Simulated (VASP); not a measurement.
# Al15Pt8 (a cell with a defect) in VASP: single point with PBE

Aim: the single point of Al15Pt8 (a cell with a defect) with PBE.

All numbers are computed with VASP 6.6.1; they aren't measurements. Logs are shortened: lines on timing, memory, paths and dates and some standing lists are left out, and cuts for length are marked.

**1. The cell of the first run**

The cell holds a defect, 23 atoms: a = 8.422 Å, b = 8.422 Å, c = 8.422 Å, α = 60.00°, β = 60.00°, γ = 60.00°.

**2. Single point, PBE**

The input, INCAR:

```
  PREC = Accurate
  ENCUT = 520
  EDIFF = 1E-6
  ISMEAR = 1
  SIGMA = 0.15
  LREAL = Auto
  LASPH = T
  NELM = 60
  ALGO = Normal
  ISIF = 2
  LWAVE = F
  LCHARG = F
  GGA = PE
  NBANDS = 80
```

The input, KPOINTS:

```
regular mesh
0
Gamma
  2 2 2
```

The input, POSCAR:

```
Al15Pt8
1.0
    0.0000000000      5.9552360000      5.9552360000
    5.9552360000      0.0000000000      5.9552360000
    5.9552360000      5.9552360000      0.0000000000
Pt Al
8 15
Direct
    0.0006014875      0.0002656486     -0.0003558213
   -0.0102387210      0.0039387188      0.5032361438
    0.0006057694      0.5004354991     -0.0003629579
    0.0006114787      0.5004304615      0.4994590475
    0.5042139388      0.0039565183     -0.0112391851
    0.5042317383      0.0039662576      0.5032525999
    0.5004300417      0.5004308813     -0.0003689190
    0.5042568422      0.4893415643      0.5032684683
    0.1270749807      0.1238652003      0.1261153210
    0.3719650237      0.3789503052      0.3709806799
    0.1270914368      0.1238421953      0.6231077156
    0.3719599861      0.3789498015      0.8782447077
    0.1255631179      0.6253846195      0.1245967414
    0.1271165408      0.6268801102      0.6230747195
    0.3719616653      0.8717494151      0.8782327854
    0.6240716573      0.1238358984      0.1261286706
    0.8792370277      0.3789341010      0.3709918465
    0.6256484210      0.1252470935      0.6246508115
    0.8755783146      0.3753727812      0.8745966575
    0.6240476448      0.6268906891      0.1261301819
    0.8792042834      0.8717510104      0.3709955407
    0.6240381573      0.6269006803      0.6230517985
    0.8791989940      0.8717463926      0.8782248932
```

Potentials or basis: VASP PAW PBE potentials, release 64 (Pt, Al).

Command:

```sh
cat potpaw_PBE.64/Pt/POTCAR potpaw_PBE.64/Al/POTCAR > POTCAR
mpirun -np 1 vasp_std > vasp.out
```

OUTCAR:

```text
PREC = Accurate
   ENCUT = 520
   EDIFF = 1E-6
   ISMEAR = 1
   LREAL = Auto
   LASPH = T
   NELM = 60
   ISIF = 2
   GGA = PE

 ion  position               nearest neighbor table
   1  0.001  0.000  1.000-  23 2.55  21 2.55  15 2.55  13 2.58  19 2.58  16 2.59  11 2.59   9 2.59

   2  0.990  0.004  0.503-  18 2.50  21 2.58  23 2.58  17 2.58  14 2.59  11 2.59   9 2.59
   3  0.001  0.500  1.000-  23 2.55  12 2.55  17 2.55  13 2.58  19 2.58  20 2.59  14 2.59   9 2.59

   4  0.001  0.500  0.499-  21 2.55  17 2.55  10 2.55  13 2.58  19 2.58  14 2.59  22 2.59  11 2.59

   5  0.504  0.004  0.989-  18 2.50  23 2.58  15 2.58  12 2.58  20 2.59  16 2.59   9 2.59
   6  0.504  0.004  0.503-  18 2.50  21 2.58  15 2.58  10 2.58  22 2.59  16 2.59  11 2.59
   7  0.500  0.500  1.000-  15 2.55  12 2.55  10 2.55  13 2.58  19 2.58  20 2.59  22 2.59  16 2.59
[... 15 lines left out ...]
                            22 2.98  18 3.02
  16  0.624  0.124  0.126-   1 2.59   7 2.59   5 2.59   6 2.59  10 2.98  23 2.98  12 2.98  21 2.98
                            19 3.00
  17  0.879  0.379  0.371-   4 2.55   3 2.55   8 2.58   2 2.58  13 2.93   9 2.98  11 2.98  22 2.98
                            20 2.98  18 3.02
  18  0.626  0.125  0.625-   8 2.50   6 2.50   5 2.50   2 2.50  23 3.02  21 3.02  15 3.02  17 3.02
                            12 3.02  10 3.02
  19  0.876  0.375  0.875-   1 2.58   3 2.58   4 2.58   7 2.58   9 3.00  11 3.00  16 3.00  14 3.00
                            20 3.00  22 3.00
  20  0.624  0.627  0.126-   3 2.59   7 2.59   5 2.59   8 2.59  15 2.98  23 2.98  10 2.98  17 2.98
                            19 3.00
  21  0.879  0.872  0.371-   4 2.55   1 2.55   6 2.58   2 2.58  13 2.93   9 2.98  14 2.98  16 2.98
                            22 2.98  18 3.02
  22  0.624  0.627  0.623-   4 2.59   7 2.59   6 2.59   8 2.59  21 2.98  17 2.98  12 2.98  15 2.98
                            19 3.00
  23  0.879  0.872  0.878-   3 2.55   1 2.55   5 2.58   2 2.58  13 2.93  11 2.98  16 2.98  20 2.98
                            14 2.98  18 3.02

  LATTYP: Found a face centered cubic cell.
 ALAT       =    11.9104720000

  Lattice vectors:

 A1 = (   0.0000000000,   5.9552360000,   5.9552360000)
 A2 = (   5.9552360000,   0.0000000000,   5.9552360000)
 A3 = (   5.9552360000,   5.9552360000,   0.0000000000)

Analysis of symmetry for initial positions (statically):
=====================================================================
 Subroutine PRICEL returns:
 Original cell was already a primitive cell.

 Routine SETGRP: Setting up the symmetry group for a
 face centered cubic supercell.

 Subroutine GETGRP returns: Found  1 space group operations
 (whereof  1 operations were pure point group operations)
 out of a pool of 48 trial point group operations.

The static configuration has the point symmetry C_1 .

Analysis of symmetry for dynamics (positions and initial velocities):
=====================================================================
 Subroutine PRICEL returns:
 Original cell was already a primitive cell.

 Routine SETGRP: Setting up the symmetry group for a
 face centered cubic supercell.

 Subroutine GETGRP returns: Found  1 space group operations
 (whereof  1 operations were pure point group operations)
 out of a pool of 48 trial point group operations.

The dynamic configuration has the point symmetry C_1 .

 Subroutine INISYM returns: Found  1 space group operations
 (whereof  1 operations are pure point group operations),
 and found     1 'primitive' translations

----------------------------------------------------------------------------------------

                                     Primitive cell

  volume of cell :     422.4029

  direct lattice vectors                    reciprocal lattice vectors
     0.000000000  5.955236000  5.955236000    -0.083959729  0.083959729  0.083959729
     5.955236000  0.000000000  5.955236000     0.083959729 -0.083959729  0.083959729
     5.955236000  5.955236000  0.000000000     0.083959729  0.083959729 -0.083959729

  length of vectors
     8.421975518  8.421975518  8.421975518     0.145422516  0.145422516  0.145422516

  position of ions in fractional coordinates (direct lattice)
     0.000601487  0.000265649  0.999644179
     0.989761279  0.003938719  0.503236144
     0.000605769  0.500435499  0.999637042
     0.000611479  0.500430462  0.499459047
     0.504213939  0.003956518  0.988760815
     0.504231738  0.003966258  0.503252600
[... 15 lines left out ...]
     0.624038157  0.626900680  0.623051799
     0.879198994  0.871746393  0.878224893

  ion indices of the primitive-cell ions
   primitive index   ion index
                 1           1
                 2           2
                 3           3
                 4           4
                 5           5
                 6           6
[... 15 lines left out ...]
                22          22
                23          23

----------------------------------------------------------------------------------------

 KPOINTS: regular mesh

Automatic generation of k-mesh.
 Grid dimensions read from file:
 generate k-points for:    2    2    2

 Generating k-lattice:

  Cartesian coordinates                     Fractional coordinates (reciprocal lattice)
    -0.041979864  0.041979864  0.041979864     0.500000000  0.000000000  0.000000000
     0.041979864 -0.041979864  0.041979864     0.000000000  0.500000000  0.000000000
     0.041979864  0.041979864 -0.041979864     0.000000000  0.000000000  0.500000000

  Length of vectors
     0.072711258  0.072711258  0.072711258

  Shift w.r.t. Gamma in fractional coordinates (k-lattice)
     0.000000000  0.000000000  0.000000000

 Subroutine IBZKPT returns following result:
 ===========================================

 Found      8 irreducible k-points:

 Following reciprocal coordinates:
            Coordinates               Weight
  0.000000  0.000000  0.000000      1.000000
  0.500000  0.000000  0.000000      1.000000
  0.000000  0.500000  0.000000      1.000000
  0.000000  0.000000  0.500000      1.000000
  0.500000  0.500000  0.500000      1.000000
  0.500000  0.500000  0.000000      1.000000
  0.000000  0.500000  0.500000      1.000000
  0.500000  0.000000  0.500000      1.000000
   k-points           NKPTS =      8   k-points in BZ     NKDIM =      8   number of bands    NBANDS=     80
   number of dos      NEDOS =    301   number of ions     NIONS =     23
   total plane-waves  NPLWV = 262144
   dimension x,y,z NGX =    64 NGY =   64 NGZ =   64
   dimension x,y,z NGXF=   128 NGYF=  128 NGZF=  128
   ions per type =               8  15
   NGX,Y,Z   is equivalent  to a cutoff of  12.63, 12.63, 12.63 a.u.
   NGXF,Y,Z  is equivalent  to a cutoff of  25.27, 25.27, 25.27 a.u.
 SYSTEM =  unknown system
   PREC   = accura    normal or accurate (medium, high low for compatibility)
   ISTART =      0    job   : 0-new  1-cont  2-samecut
   ICHARG =      2    charge: 1-file 2-atom 10-const
   ISPIN  =      1    spin polarized calculation?
   LNONCOLLINEAR =      F non collinear calculations
   LSORBIT =      F    spin-orbit coupling
   LASPH  =      T    aspherical Exc in radial PAW
   ENCUT  =  520.0 eV  38.22 Ry    6.18 a.u.  15.66 15.66 15.66*2*pi/ulx,y,z
   NELM   =     60;   NELMIN=  2; NELMDL= -5     # of ELM steps
   EDIFF  = 0.1E-05   stopping-criterion for ELM
   LREAL  =      T    real-space projection
   EDIFFG = 0.1E-04   stopping-criterion for IOM
   NSW    =      0    number of steps for IOM
   IBRION =     -1    ionic relax: 0-MD 1-quasi-New 2-CG
   NFREE  =      0    steps in history (QN), initial steepest desc. (CG)
   ISIF   =      2    stress and relaxation
   ISYM   =      2    0-nonsym 1-usesym 2-fastsym
   POTIM  = 0.5000    time-step for ionic-motion
   TEBEG  =    0.0;   TEEND  =   0.0 temperature during run
   PSTRESS=    0.0 pullay stress
   NELECT =     125.0000    total number of electrons
   NUPDOWN=      -1.0000    fix difference up-down
   EMIN   =  10.00;   EMAX   =-10.00  energy-range for DOS
   EFERMI =   0.00;   METHOD = LEGACY
   ISMEAR =     1;   SIGMA  =   0.15  broadening in eV -4-tet -1-fermi 0-gaus
   EFERMI_NEDOS =   21; number of points for ismear=-14 and -15
   IALGO  =     38    algorithm
   IMIX   =      4    mixing-type and parameters
     AMIX     =   0.40;   BMIX     =  1.00
     AMIX_MAG =   1.60;   BMIX_MAG =  1.00
  volume/ion in A,a.u.               =      18.37       123.94
  Fermi-wavevector in a.u.,A,eV,Ry     =   1.090944  2.061586 16.193099  1.190159
  Thomas-Fermi vector in A             =   2.227179
   LORBIT       =      0    0 simple, 1 ext, 2 COOP (PROOUT), +10 PAW based schemes
   GGA     = PE    functional components
   LHFCALC =     F    Hartree Fock is set to
   AEXX    =    0.0000 exact exchange contribution
   IVDW    =     0    specifies the selected vdW correction
   LEPSILON=     F    determine dielectric tensor
   LRPA    =     F    only Hartree local field effects (RPA)
 non-spin polarized calculation
 Methfessel and Paxton  Order N= 1 SIGMA  =   0.15
  energy-cutoff  :      520.00
  volume of cell :      422.40
 maximum number of plane-waves:     11414
 NGX is ok and might be reduce to    64
   NGX = 31   NGY = 31   NGZ = 31

 number of electron     124.9999998 magnetization

 Free energy of the ion-electron system (eV)
  ---------------------------------------------------
  ext. energy  EPLUGINS =         0.00000000
  ---------------------------------------------------
  free energy    TOTEN  =      -123.86165050 eV

  energy without entropy =     -123.79757446  energy(sigma->0) =     -123.84029182

 E-fermi :   6.9953     XC(G=0): -10.4045

 val. band max:        6.9290679889   @ k =   0.0000   0.5000   0.0000
 cond. band min:       6.9977579159   @ k =   0.5000   0.0000   0.0000
 fundamental gap:      0.0686899270
 Fermi energy:         6.9952824326

 k-point     1 :       0.0000    0.0000    0.0000
  band No.  band energies     occupation
      1      -2.7385      2.00000
      2      -0.5112      2.00000
      3      -0.5111      2.00000
      4      -0.5109      2.00000
      5      -0.3390      2.00000
      6       1.1410      2.00000
[... 605 lines left out ...]
     73      10.1932      0.00000
     74      10.4406      0.00000
 [bands above 74 left out]

------------------------ aborting loop because EDIFF is reached ----------------------------------------

  FORCE on cell =-STRESS in cart. coord.  units (eV):
  Direction    XX          YY          ZZ          XY          YZ          ZX
  --------------------------------------------------------------------------------------
  -------------------------------------------------------------------------------------
  Total       -2.7553766     -2.7565768     -2.7858085      0.0015631     -0.0061071      0.0086596
  in kB      -10.4511630    -10.4557155    -10.5665913      0.0059288     -0.0231644      0.0328460
  external PRESSURE =     -10.4911566 kB  Pullay stress =       0.0000000 kB

 VOLUME and BASIS-vectors are now :
 -----------------------------------------------------------------------------
  energy-cutoff  :      520.00
  volume of cell :      422.40
      direct lattice vectors                 reciprocal lattice vectors
     0.000000000  5.955236000  5.955236000    -0.083959729  0.083959729  0.083959729
     5.955236000  0.000000000  5.955236000     0.083959729 -0.083959729  0.083959729
     5.955236000  5.955236000  0.000000000     0.083959729  0.083959729 -0.083959729

 POSITION                                       TOTAL-FORCE (eV/Angst)
 -----------------------------------------------------------------------------------
      5.95470      5.95670      0.00516        -0.003824      0.004967     -0.000595
      3.02035      8.89115      5.91772        -0.000778      0.001081      0.002411
      8.93329      5.95668      2.98382         0.002472      0.004830      0.006030
      5.95458      2.97804      2.98382        -0.004593     -0.001487      0.005909
      5.91187      8.89102      3.02628         0.002265      0.001583      0.002149
      3.02061      5.99981      3.02644        -0.002482     -0.003142      0.002917
[... 15 lines left out ...]
      7.44376      7.42672      7.44964        -0.000041      0.024187     -0.002206
     10.42149     10.46587     10.42729         0.000089      0.003125      0.001637
 -----------------------------------------------------------------------------------
    total drift:                               -0.002308      0.000314     -0.002070

  FREE ENERGIE OF THE ION-ELECTRON SYSTEM (eV)
  ---------------------------------------------------
  free  energy   TOTEN  =      -123.8616505028 eV

  energy  without entropy=     -123.7975744615  energy(sigma->0) =     -123.84029182
```

Run time: 3.6 min. Hardware: 1 thread of Intel Xeon 6975P-C (Granite Rapids), shared host; peak memory 0.62 GiB.

What came out:

* Free energy: -123.8617 eV
* Pressure: -1.0 GPa
* Largest force: 0.025 eV/Å
* Band gap on the k mesh: zero (an odd number of electrons rules out a gap without spin polarisation)

Forces on the atoms (eV/Å):
```
Pt  -0.004  0.005 -0.001
Pt  -0.001  0.001  0.002
Pt   0.002  0.005  0.006
Pt  -0.005 -0.001  0.006
Pt   0.002  0.002  0.002
Pt  -0.002 -0.003  0.003
Pt   0.003 -0.002 -0.001
Pt   0.002 -0.001  0.001
Al   0.000 -0.023 -0.002
Al   0.000 -0.004  0.002
Al   0.023 -0.001 -0.001
Al   0.004  0.001  0.002
Al   0.000 -0.001 -0.005
Al   0.000  0.001 -0.025
Al   0.001  0.000 -0.003
Al   0.000  0.000  0.023
Al   0.001 -0.001  0.003
Al   0.001 -0.002 -0.005
Al   0.001 -0.002 -0.005
Al  -0.023  0.000 -0.003
Al  -0.004  0.000  0.002
Al   0.000  0.024 -0.002
Al   0.000  0.003  0.002
```

Levels at points of the mesh, in eV from the Fermi level:
| k point | band 58 | band 59 | band 60 | band 61 | band 62 | band 63 | band 64 | band 65 | band 66 | band 67 |
| --- | --- | --- | --- | --- | --- | --- | --- | --- | --- | --- |
| (0.00, 0.00, 0.00) | -1.34 | -0.85 | -0.85 | -0.85 | 1.23 | 1.23 | 1.23 | 1.44 | 1.44 | 1.95 |
| (0.50, 0.00, 0.00) | -0.60 | -0.56 | -0.56 | -0.17 | -0.07 | 0.00 | 0.00 | 0.02 | 0.43 | 0.73 |
| (0.00, 0.50, 0.00) | -0.61 | -0.56 | -0.56 | -0.17 | -0.07 | 0.00 | 0.00 | 0.02 | 0.43 | 0.73 |
| (0.00, 0.00, 0.50) | -0.60 | -0.56 | -0.56 | -0.17 | -0.07 | 0.00 | 0.00 | 0.02 | 0.43 | 0.73 |
| (0.50, 0.50, 0.50) | -0.60 | -0.56 | -0.56 | -0.17 | -0.07 | 0.00 | 0.00 | 0.02 | 0.43 | 0.73 |
| (0.50, 0.50, 0.00) | -0.98 | -0.83 | -0.50 | -0.47 | -0.47 | 0.52 | 0.72 | 0.80 | 0.80 | 0.98 |
| (0.00, 0.50, 0.50) | -0.98 | -0.83 | -0.50 | -0.47 | -0.47 | 0.52 | 0.72 | 0.80 | 0.80 | 0.98 |
| (0.50, 0.00, 0.50) | -0.98 | -0.83 | -0.50 | -0.47 | -0.47 | 0.52 | 0.72 | 0.80 | 0.80 | 0.98 |

Caveat: the k points lie up to 0.46 Å⁻¹ apart, too coarse for converged energies and pressures of a metal; spin-orbit coupling is left out, which moves the levels of the heavy elements.
